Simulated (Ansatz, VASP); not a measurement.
ZnCd2Te2S: VASP beside Ansatz

Contents of INCAR:

```
SYSTEM = ZnCd2Te2S
  ALGO = Normal
  EDIFF = 1E-6
  ENCUT = 520
  GGA = PE
  ISIF = 2
  ISMEAR = 0
  LASPH = .TRUE.
  LCHARG = .FALSE.
  LREAL = .FALSE.
  LWAVE = .FALSE.
  NBANDS = 36
  NELM = 80
  PREC = Accurate
  SIGMA = 0.1
```

KPOINTS

```
k-points
0
G
  4 4 2
  0 0 0
```

File POSCAR:

```
ZnCd2Te2S
1.0
    4.5139606800      0.0000000000      0.0000000000
    0.0000000000      4.5811557500      0.0000000000
    0.0000000000      0.0000000000      7.9343443900
Zn Cd Te S
1 2 2 1
Direct
    0.5000000000      0.5000000000      0.1648619800
    0.5000000000      0.5000000000      0.8272050000
    0.5000000000      0.0000000000      0.3401650200
    0.0000000000      0.0000000000      0.9966070000
    0.0000000000      0.5000000000      0.5034500100
    0.5000000000      0.0000000000      0.6677109900
```

Input for Ansatz:

```yaml
crystal:
  lattice:
    - [4.51396068, 0.0, 0.0]
    - [0.0, 4.58115575, 0.0]
    - [0.0, 0.0, 7.93434439]
  atoms:
    - { symbol: Zn, position: [0.5, 0.5, 0.16486198] }
    - { symbol: Cd, position: [0.5, 0.5, 0.827205] }
    - { symbol: Cd, position: [0.5, 0.0, 0.34016502] }
    - { symbol: Te, position: [0.0, 0.0, 0.996607] }
    - { symbol: Te, position: [0.0, 0.5, 0.50345001] }
    - { symbol: S, position: [0.5, 0.0, 0.66771099] }
basis:
  ecutwfc: 420
kpoints:
  mp_grid: { grid: [4, 4, 2] }
hamiltonian:
  xc: pbe
scf:
  occupations: { method: gaussian, width: 0.1 }
  lower_state_search: "off"
output:
  forces: true
  stress: true
  eigenvalues: true
```

Change from the starting cell: species swapped into the Dy2ZnCuSi2 type (Pmm2, No. 25).

Alike in both runs: task single point; functional PBE; k mesh 4 × 4 × 2; occupations gaussian, width 0.1 eV; no spin polarisation.

```csv
,VASP,Ansatz
version,VASP 6.6.1,Ansatz 0.2.0
potentials or method,"VASP PAW PBE potentials, release 64 (Zn, Cd, Te, S), cutoff 520 eV","scalar-relativistic, plane waves, PAW"
valence electrons in the cell,54,90
```

|  | VASP | Ansatz | Ansatz less VASP |
| --- | --- | --- | --- |
| gap on the k mesh at the Fermi level (eV) | none | none | - |
| pressure (GPa) | -2.6 | -2.7 | -0.13 |
| traceless stress, the component that is largest in VASP (GPa) | -1.50 | -1.40 | +0.099 |
| rms of the force components (eV/Å) | 0.289 | 0.291 | +0.0019 |

Atom by atom the forces differ by 0.004 eV/Å (rms over components). A gap of «none» marks a metal or a gap that the smearing closes. VASP's potentials hold 54 valence electrons a cell and Ansatz's 90, so a difference there can come from the potentials and not from the codes.

The k mesh is coarse, so the values compare programs but aren't converged. Spin-orbit coupling is off throughout.
